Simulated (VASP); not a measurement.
# Ba3AlN3 (P6_3/m) in VASP: settings compared, part 2 of 2

VASP 6.6.1.

## (3) Electric field gradients, PBE

INCAR

```
ALGO = Normal ; EDIFF = 1E-8
ENCUT = 520 ; GGA = PE
ISIF = 2 ; ISMEAR = -1
LASPH = T ; LCHARG = F
LEFG = T ; LREAL = F
LWAVE = F ; NBANDS = 61
NELM = 100 ; PREC = Accurate
SIGMA = 0.02
```

KPOINTS

```
k-points
0
Gamma
  4 4 5
```

POSCAR

```
Ba3AlN3
1.0
    8.3846860344      0.0000000000      0.0000000000
   -4.1923430172      7.2613511086      0.0000000000
    0.0000000000      0.0000000000      5.6099810000
Ba Al N
6 2 6
Direct
    0.9423350100      0.6367070100      0.2500000000
    0.6943720000      0.0576649900      0.2500000000
    0.3632929900      0.3056280000      0.2500000000
    0.0576649900      0.3632929900      0.7500000000
    0.3056280000      0.9423350100      0.7500000000
    0.6367070100      0.6943720000      0.7500000000
    0.6666666667      0.3333333333      0.7500000000
    0.3333333333      0.6666666667      0.2500000000
    0.8754090100      0.5657350100      0.7500000000
    0.6903260000      0.1245909900      0.7500000000
    0.4342649900      0.3096740000      0.7500000000
    0.1245909900      0.4342649900      0.2500000000
    0.3096740000      0.8754090100      0.2500000000
    0.5657350100      0.6903260000      0.2500000000
```

Potentials or basis: VASP PAW PBE potentials, release 64 (Ba_sv, Al, N).

Launch:

```console
> cat potpaw_PBE.64/Ba_sv/POTCAR potpaw_PBE.64/Al/POTCAR potpaw_PBE.64/N/POTCAR > POTCAR
> mpirun -np 1 vasp_std > vasp.out
```

OUTCAR:

```text
EDIFF = 1E-8
   ENCUT = 520
   GGA = PE
   ISIF = 2
   ISMEAR = -1
   LASPH = T
   LREAL = F
   NELM = 100
   PREC = Accurate

 ion  position               nearest neighbor table
   1  0.942  0.637  0.250-  13 2.71  12 2.79   9 2.86   9 2.86   8 3.16   7 3.72   7 3.72   6 3.99
                             6 3.99   5 3.99   5 3.99   4 4.03   4 4.03   3 4.22   2 4.22
   2  0.694  0.058  0.250-  14 2.71  13 2.79  10 2.86  10 2.86   8 3.16   7 3.72   7 3.72   4 3.99
                             4 3.99   6 3.99   6 3.99   5 4.03   5 4.03   3 4.22   1 4.22
   3  0.363  0.306  0.250-  12 2.71  14 2.79  11 2.86  11 2.86   8 3.16   7 3.72   7 3.72   4 3.99
                             4 3.99   5 3.99   5 3.99   6 4.03   6 4.03   2 4.22   1 4.22
   4  0.058  0.363  0.750-  10 2.71   9 2.79  12 2.86  12 2.86   7 3.16   8 3.72   8 3.72   3 3.99
                             3 3.99   2 3.99   2 3.99   1 4.03   1 4.03   6 4.22   5 4.22
   5  0.306  0.942  0.750-  11 2.71  10 2.79  13 2.86  13 2.86   7 3.16   8 3.72   8 3.72   1 3.99
                             1 3.99   3 3.99   3 3.99   2 4.03   2 4.03   6 4.22   4 4.22
   6  0.637  0.694  0.750-   9 2.71  11 2.79  14 2.86  14 2.86   7 3.16   8 3.72   8 3.72   1 3.99
                             1 3.99   2 3.99   2 3.99   3 4.03   3 4.03   5 4.22   4 4.22
   7  0.667  0.333  0.750-  10 1.86   9 1.86  11 1.86   4 3.16   5 3.16   6 3.16   2 3.72   2 3.72
                             1 3.72   1 3.72   3 3.72   3 3.72
   8  0.333  0.667  0.250-  13 1.86  12 1.86  14 1.86   1 3.16   2 3.16   3 3.16   5 3.72   5 3.72
                             4 3.72   4 3.72   6 3.72   6 3.72
   9  0.875  0.566  0.750-   7 1.86   6 2.71   4 2.79   1 2.86   1 2.86
  10  0.690  0.125  0.750-   7 1.86   4 2.71   5 2.79   2 2.86   2 2.86
  11  0.434  0.310  0.750-   7 1.86   5 2.71   6 2.79   3 2.86   3 2.86
  12  0.125  0.434  0.250-   8 1.86   3 2.71   1 2.79   4 2.86   4 2.86
  13  0.310  0.875  0.250-   8 1.86   1 2.71   2 2.79   5 2.86   5 2.86
  14  0.566  0.690  0.250-   8 1.86   2 2.71   3 2.79   6 2.86   6 2.86

  LATTYP: Found a hexagonal cell.
 ALAT       =     8.3846860344
 C/A-ratio  =     0.6690746650

  Lattice vectors:

 A1 = (   8.3846860344,   0.0000000000,   0.0000000000)
 A2 = (  -4.1923430172,   7.2613511086,   0.0000000000)
 A3 = (   0.0000000000,   0.0000000000,   5.6099810000)

Analysis of symmetry for initial positions (statically):
=====================================================================
 Subroutine PRICEL returns:
 Original cell was already a primitive cell.

 Routine SETGRP: Setting up the symmetry group for a
 hexagonal supercell.

 Subroutine GETGRP returns: Found 12 space group operations
 (whereof  6 operations were pure point group operations)
 out of a pool of 24 trial point group operations.

The static configuration has the point symmetry S_6 .
 The point group associated with its full space group is C_6h.

Analysis of symmetry for dynamics (positions and initial velocities):
=====================================================================
 Subroutine PRICEL returns:
 Original cell was already a primitive cell.

 Routine SETGRP: Setting up the symmetry group for a
 hexagonal supercell.

[... 932 lines left out ...]
  --------------------------------------------------------------------------------------
  -------------------------------------------------------------------------------------
  Total        0.0183446      0.0183446     -0.0256887      0.0000001     -0.0000000      0.0000000
  in kB        0.0860505      0.0860505     -0.1205002      0.0000003     -0.0000000      0.0000000
  external PRESSURE =       0.0172003 kB  Pullay stress =       0.0000000 kB

 VOLUME and BASIS-vectors are now :
 -----------------------------------------------------------------------------
  energy-cutoff  :      520.00
  volume of cell :      341.56
      direct lattice vectors                 reciprocal lattice vectors
     8.384686034  0.000000000  0.000000000     0.119265050  0.068857709  0.000000000
    -4.192343017  7.261351109  0.000000000     0.000000000  0.137715418  0.000000000
     0.000000000  0.000000000  5.609981000     0.000000000  0.000000000  0.178253723

 POSITION                                       TOTAL-FORCE (eV/Angst)
 -----------------------------------------------------------------------------------
      5.23189      4.62335      1.40250         0.001879      0.001103     -0.000000
      5.58034      0.41873      1.40250         0.000016     -0.002178     -0.000000
      1.76480      2.21927      1.40250        -0.001894      0.001076     -0.000000
     -1.03955      2.63800      4.20749        -0.001879     -0.001103     -0.000000
     -1.38800      6.84263      4.20749        -0.000016      0.002178     -0.000000
      2.42754      5.04208      4.20749         0.001894     -0.001076     -0.000000
      4.19234      2.42045      4.20749         0.000000      0.000000     -0.000000
     -0.00000      4.84090      1.40250         0.000000      0.000000      0.000000
      4.96827      4.10800      4.20749         0.000481      0.000445      0.000000
      5.26584      0.90470      4.20749         0.000145     -0.000639      0.000000
      2.34292      2.24865      4.20749        -0.000626      0.000194     -0.000000
     -0.77593      3.15335      1.40250        -0.000481     -0.000445      0.000000
     -1.07350      6.35665      1.40250        -0.000145      0.000639      0.000000
      1.84943      5.01270      1.40250         0.000626     -0.000194     -0.000000
 -----------------------------------------------------------------------------------
    total drift:                                0.000000     -0.000000      0.000000

  FREE ENERGIE OF THE ION-ELECTRON SYSTEM (eV)
  ---------------------------------------------------
  free  energy   TOTEN  =       -78.0913067629 eV

  energy  without entropy=      -78.0912953806  energy(sigma->0) =      -78.09130107

 Electric field gradients (V/A^2)
---------------------------------------------------------------------
 ion       V_xx      V_yy      V_zz      V_xy      V_xz      V_yz
---------------------------------------------------------------------
   1     -48.588   176.243  -127.655   -19.989    -0.000    -0.000
   2     137.346    -9.691  -127.655   -87.360     0.000    -0.000
   3     102.725    24.931  -127.655   107.349    -0.000     0.000
   4     -48.588   176.243  -127.655   -19.989     0.000     0.000
   5     137.346    -9.691  -127.655   -87.360    -0.000     0.000
   6     102.725    24.931  -127.655   107.349     0.000    -0.000
   7     -32.652   -32.652    65.305    -0.000    -0.000    -0.000
   8     -32.652   -32.652    65.305    -0.000     0.000     0.000
   9     -13.323     7.857     5.465     9.120     0.000    -0.000
  10      -5.336    -0.130     5.465   -13.732    -0.000     0.000
  11      10.461   -15.926     5.465     4.611    -0.000    -0.000
  12     -13.323     7.857     5.465     9.120    -0.000     0.000
  13      -5.336    -0.130     5.465   -13.732     0.000    -0.000
  14      10.461   -15.926     5.465     4.611     0.000     0.000
---------------------------------------------------------------------

 Electric field gradients after diagonalization (V/A^2)
 (convention: |V_zz| > |V_xx| > |V_yy|)
----------------------------------------------------------------------
 ion       V_xx      V_yy      V_zz     asymmetry (V_yy - V_xx)/ V_zz
----------------------------------------------------------------------
   1    -127.655   -50.351   178.006       0.434
   2    -127.655   -50.351   178.006       0.434
   3    -127.655   -50.351   178.006       0.434
   4    -127.655   -50.351   178.006       0.434
   5    -127.655   -50.351   178.006       0.434
   6    -127.655   -50.351   178.006       0.434
   7     -32.652   -32.652    65.305       0.000
   8     -32.652   -32.652    65.305       0.000
   9      11.243     5.465   -16.708       0.346
  10      11.244     5.465   -16.709       0.346
  11      11.244     5.465   -16.709       0.346
  12      11.243     5.465   -16.708       0.346
  13      11.244     5.465   -16.709       0.346
  14      11.244     5.465   -16.709       0.346
----------------------------------------------------------------------

           NMR quadrupolar parameters

 Cq : quadrupolar parameter    Cq=e*Q*V_zz/h
 eta: asymmetry parameters     (V_yy - V_xx)/ V_zz
 Q  : nuclear electric quadrupole moment in mb (millibarn)
----------------------------------------------------------------------
 ion       Cq(MHz)       eta       Q (mb)
----------------------------------------------------------------------
   1       0.430       0.434       1.000
   2       0.430       0.434       1.000
   3       0.430       0.434       1.000
   4       0.430       0.434       1.000
   5       0.430       0.434       1.000
   6       0.430       0.434       1.000
   7       0.158       0.000       1.000
   8       0.158       0.000       1.000
   9      -0.040       0.346       1.000
  10      -0.040       0.346       1.000
  11      -0.040       0.346       1.000
  12      -0.040       0.346       1.000
  13      -0.040       0.346       1.000
  14      -0.040       0.346       1.000
----------------------------------------------------------------------
```

Run time: 4.4 min. Hardware: 1 thread of Intel Xeon 6975P-C (Granite Rapids), shared host; peak memory 0.54 GiB.

What came out:

- Free energy: -78.0913 eV
- Pressure: 0.0 GPa
- Band gap on the k mesh: 0.31 eV (least direct gap 0.39 eV)
- Largest electric field gradient by atom: Ba +178.0; Al +65.3; N -16.7 V/Å²

Forces in eV/Å, atoms in the order of the input:
```
Ba   0.002  0.001  0.000
Ba   0.000 -0.002  0.000
Ba  -0.002  0.001  0.000
Ba  -0.002 -0.001  0.000
Ba   0.000  0.002  0.000
Ba   0.002 -0.001  0.000
Al   0.000  0.000  0.000
Al   0.000  0.000  0.000
N    0.000  0.000  0.000
N    0.000 -0.001  0.000
N   -0.001  0.000  0.000
N    0.000  0.000  0.000
N    0.000  0.001  0.000
N    0.001  0.000  0.000
```

Electric field gradients, principal values (V/Å²):
```tsv
atom	least	middle	greatest (by size)
1 Ba	-50.351	-127.655	178.006
2 Ba	-50.351	-127.655	178.006
3 Ba	-50.351	-127.655	178.006
4 Ba	-50.351	-127.655	178.006
5 Ba	-50.351	-127.655	178.006
6 Ba	-50.351	-127.655	178.006
7 Al	-32.652	-32.652	65.305
8 Al	-32.652	-32.652	65.305
9 N	5.465	11.243	-16.708
10 N	5.465	11.244	-16.709
11 N	5.465	11.244	-16.709
12 N	5.465	11.243	-16.708
13 N	5.465	11.244	-16.709
14 N	5.465	11.244	-16.709
```

Caveat: without QUAD_EFG the Cq values of the log hold for a quadrupole moment of 1 mb, not for the nuclei; spin-orbit coupling is left out, which moves the levels of the heavy elements; an odd mesh through Γ misses points on the zone boundary, where band edges can lie.

## (4) Electric field gradients, r2SCAN

POSCAR is that of step 3.

INCAR.step1

```
SYSTEM = Ba3AlN3
PREC = Accurate
ENCUT = 520
ISMEAR = -1
SIGMA = 0.02
LREAL = .FALSE.
LASPH = .TRUE.
NELM = 100
NBANDS = 61
GGA = PE
ALGO = Normal
EDIFF = 1E-4
LWAVE = .TRUE.
LCHARG = .FALSE.
```

INCAR.step2

```
SYSTEM = Ba3AlN3
PREC = Accurate
ENCUT = 520
EDIFF = 1E-8
ISMEAR = -1
SIGMA = 0.02
LREAL = .FALSE.
LASPH = .TRUE.
NELM = 100
ALGO = Normal
ISIF = 2
LWAVE = .FALSE.
LCHARG = .FALSE.
METAGGA = R2SCAN
LMIXTAU = .TRUE.
LEFG = .TRUE.
NBANDS = 61
ISTART = 1
```

KPOINTS

```
Automatic mesh
0
G
  4 4 5
  0 0 0
```

Potentials or basis: VASP PAW PBE potentials, release 64 (Ba_sv, Al, N).

Launch:

```console
> cat potpaw_PBE.64/Ba_sv/POTCAR potpaw_PBE.64/Al/POTCAR potpaw_PBE.64/N/POTCAR > POTCAR
> cp INCAR.step1 INCAR
> mpirun -np 1 vasp_std > vasp.out
> cp INCAR.step2 INCAR
> mpirun -np 1 vasp_std > vasp.out
```

OUTCAR:

```text
SYSTEM = Ba3AlN3
   PREC = Accurate
   ENCUT = 520
   EDIFF = 1E-8
   ISMEAR = -1
   LREAL = .FALSE.
   LASPH = .TRUE.
   NELM = 100
   ISIF = 2
   METAGGA = R2SCAN
   ISTART = 1

 ion  position               nearest neighbor table
   1  0.942  0.637  0.250-  13 2.71  12 2.79   9 2.86   9 2.86   8 3.16   7 3.72   7 3.72   6 3.99
                             6 3.99   5 3.99   5 3.99   4 4.03   4 4.03   3 4.22   2 4.22
   2  0.694  0.058  0.250-  14 2.71  13 2.79  10 2.86  10 2.86   8 3.16   7 3.72   7 3.72   4 3.99
                             4 3.99   6 3.99   6 3.99   5 4.03   5 4.03   3 4.22   1 4.22
   3  0.363  0.306  0.250-  12 2.71  14 2.79  11 2.86  11 2.86   8 3.16   7 3.72   7 3.72   4 3.99
                             4 3.99   5 3.99   5 3.99   6 4.03   6 4.03   2 4.22   1 4.22
   4  0.058  0.363  0.750-  10 2.71   9 2.79  12 2.86  12 2.86   7 3.16   8 3.72   8 3.72   3 3.99
                             3 3.99   2 3.99   2 3.99   1 4.03   1 4.03   6 4.22   5 4.22
   5  0.306  0.942  0.750-  11 2.71  10 2.79  13 2.86  13 2.86   7 3.16   8 3.72   8 3.72   1 3.99
                             1 3.99   3 3.99   3 3.99   2 4.03   2 4.03   6 4.22   4 4.22
   6  0.637  0.694  0.750-   9 2.71  11 2.79  14 2.86  14 2.86   7 3.16   8 3.72   8 3.72   1 3.99
                             1 3.99   2 3.99   2 3.99   3 4.03   3 4.03   5 4.22   4 4.22
   7  0.667  0.333  0.750-  10 1.86   9 1.86  11 1.86   4 3.16   5 3.16   6 3.16   2 3.72   2 3.72
                             1 3.72   1 3.72   3 3.72   3 3.72
   8  0.333  0.667  0.250-  13 1.86  12 1.86  14 1.86   1 3.16   2 3.16   3 3.16   5 3.72   5 3.72
                             4 3.72   4 3.72   6 3.72   6 3.72
   9  0.875  0.566  0.750-   7 1.86   6 2.71   4 2.79   1 2.86   1 2.86
  10  0.690  0.125  0.750-   7 1.86   4 2.71   5 2.79   2 2.86   2 2.86
  11  0.434  0.310  0.750-   7 1.86   5 2.71   6 2.79   3 2.86   3 2.86
  12  0.125  0.434  0.250-   8 1.86   3 2.71   1 2.79   4 2.86   4 2.86
  13  0.310  0.875  0.250-   8 1.86   1 2.71   2 2.79   5 2.86   5 2.86
  14  0.566  0.690  0.250-   8 1.86   2 2.71   3 2.79   6 2.86   6 2.86

  LATTYP: Found a hexagonal cell.
 ALAT       =     8.3846860344
 C/A-ratio  =     0.6690746650

  Lattice vectors:

 A1 = (   8.3846860344,   0.0000000000,   0.0000000000)
 A2 = (  -4.1923430172,   7.2613511086,   0.0000000000)
 A3 = (   0.0000000000,   0.0000000000,   5.6099810000)

Analysis of symmetry for initial positions (statically):
[... 987 lines left out ...]

  FREE ENERGIE OF THE ION-ELECTRON SYSTEM (eV)
  ---------------------------------------------------
  free  energy   TOTEN  =      -238.6656371956 eV

  energy  without entropy=     -238.6656370656  energy(sigma->0) =     -238.66563713

 Electric field gradients (V/A^2)
---------------------------------------------------------------------
 ion       V_xx      V_yy      V_zz      V_xy      V_xz      V_yz
---------------------------------------------------------------------
   1     -51.784   186.188  -134.404   -19.380    -0.000    -0.000
   2     143.478    -9.074  -134.404   -93.355     0.000    -0.000
   3     109.911    24.493  -134.404   112.735    -0.000     0.000
   4     -51.784   186.188  -134.404   -19.380     0.000     0.000
   5     143.478    -9.074  -134.404   -93.355    -0.000     0.000
   6     109.911    24.493  -134.404   112.735     0.000    -0.000
   7     -32.403   -32.403    64.805    -0.000    -0.000    -0.000
   8     -32.403   -32.403    64.805    -0.000     0.000     0.000
   9     -15.077     8.576     6.501     9.916     0.000    -0.000
  10      -5.924    -0.576     6.501   -15.201    -0.000     0.000
  11      11.251   -17.752     6.501     5.284    -0.000    -0.000
  12     -15.077     8.576     6.501     9.916    -0.000     0.000
  13      -5.924    -0.576     6.501   -15.201     0.000    -0.000
  14      11.251   -17.752     6.501     5.284     0.000     0.000
---------------------------------------------------------------------

 Electric field gradients after diagonalization (V/A^2)
 (convention: |V_zz| > |V_xx| > |V_yy|)
----------------------------------------------------------------------
 ion       V_xx      V_yy      V_zz     asymmetry (V_yy - V_xx)/ V_zz
----------------------------------------------------------------------
   1    -134.404   -53.352   187.756       0.432
   2    -134.404   -53.352   187.756       0.432
   3    -134.404   -53.352   187.756       0.432
   4    -134.404   -53.352   187.756       0.432
   5    -134.404   -53.352   187.756       0.432
   6    -134.404   -53.352   187.756       0.432
   7     -32.403   -32.403    64.805       0.000
   8     -32.403   -32.403    64.805       0.000
   9      12.183     6.501   -18.684       0.304
  10      12.184     6.501   -18.685       0.304
  11      12.184     6.501   -18.685       0.304
  12      12.183     6.501   -18.684       0.304
  13      12.184     6.501   -18.685       0.304
  14      12.184     6.501   -18.685       0.304
----------------------------------------------------------------------

           NMR quadrupolar parameters

 Cq : quadrupolar parameter    Cq=e*Q*V_zz/h
 eta: asymmetry parameters     (V_yy - V_xx)/ V_zz
 Q  : nuclear electric quadrupole moment in mb (millibarn)
----------------------------------------------------------------------
 ion       Cq(MHz)       eta       Q (mb)
----------------------------------------------------------------------
   1       0.454       0.432       1.000
   2       0.454       0.432       1.000
   3       0.454       0.432       1.000
   4       0.454       0.432       1.000
   5       0.454       0.432       1.000
   6       0.454       0.432       1.000
   7       0.157       0.000       1.000
   8       0.157       0.000       1.000
   9      -0.045       0.304       1.000
  10      -0.045       0.304       1.000
  11      -0.045       0.304       1.000
  12      -0.045       0.304       1.000
  13      -0.045       0.304       1.000
  14      -0.045       0.304       1.000
----------------------------------------------------------------------
```

Run time: 15 min. Hardware: 1 thread of Intel Xeon 6975P-C (Granite Rapids), shared host; peak memory 0.58 GiB.

Results:

```yaml
Free_energy: -238.6656 eV
Pressure: -0.9 GPa
Largest_force: 0.263 eV/Å
Band_gap_on_the_k_mesh: 0.51 eV (least direct gap 0.59 eV)
Largest_electric_field_gradient_by_atom: Ba +187.8; Al +64.8; N -18.7 V/Å²
```

Forces in eV/Å, atoms in the order of the input:
```
Ba  -0.043  0.005  0.000
Ba   0.025  0.035  0.000
Ba   0.018 -0.039  0.000
Ba   0.043 -0.005  0.000
Ba  -0.025 -0.035  0.000
Ba  -0.018  0.039  0.000
Al   0.000  0.000  0.000
Al   0.000  0.000  0.000
N   -0.101 -0.243  0.000
N   -0.160  0.209  0.000
N    0.261  0.034  0.000
N    0.101  0.243  0.000
N    0.160 -0.209  0.000
N   -0.261 -0.034  0.000
```

Stress tensor (GPa, compression positive):
```
-1.12  0.00  0.00
 0.00 -1.12  0.00
 0.00  0.00 -0.43
```

Levels at points of the mesh, in eV from the valence-band top:
| k point | band 44 | band 45 | band 46 | band 47 | band 48 | band 49 | band 50 | band 51 | band 52 | band 53 |
| --- | --- | --- | --- | --- | --- | --- | --- | --- | --- | --- |
| (0.00, 0.00, 0.00) | -0.34 | -0.34 | -0.34 | -0.09 | -0.09 | 0.51 | 2.29 | 2.55 | 2.68 | 3.30 |
| (0.50, 0.00, 0.00) | -0.41 | -0.40 | -0.34 | -0.12 | -0.01 | 1.20 | 1.98 | 2.36 | 2.41 | 2.69 |

Electric field gradients, principal values (V/Å²):
| atom | least | middle | greatest (by size) |
| --- | --- | --- | --- |
| 1 Ba | -53.352 | -134.404 | 187.756 |
| 2 Ba | -53.352 | -134.404 | 187.756 |
| 3 Ba | -53.352 | -134.404 | 187.756 |
| 4 Ba | -53.352 | -134.404 | 187.756 |
| 5 Ba | -53.352 | -134.404 | 187.756 |
| 6 Ba | -53.352 | -134.404 | 187.756 |
| 7 Al | -32.403 | -32.403 | 64.805 |
| 8 Al | -32.403 | -32.403 | 64.805 |
| 9 N | 6.501 | 12.183 | -18.684 |
| 10 N | 6.501 | 12.184 | -18.685 |
| 11 N | 6.501 | 12.184 | -18.685 |
| 12 N | 6.501 | 12.183 | -18.684 |
| 13 N | 6.501 | 12.184 | -18.685 |
| 14 N | 6.501 | 12.184 | -18.685 |

Caveat: without QUAD_EFG the Cq values of the log hold for a quadrupole moment of 1 mb, not for the nuclei; the PAW data sets were made with another functional, which shifts forces and pressure a little; spin-orbit coupling is left out, which moves the levels of the heavy elements; an odd mesh through Γ misses points on the zone boundary, where band edges can lie.
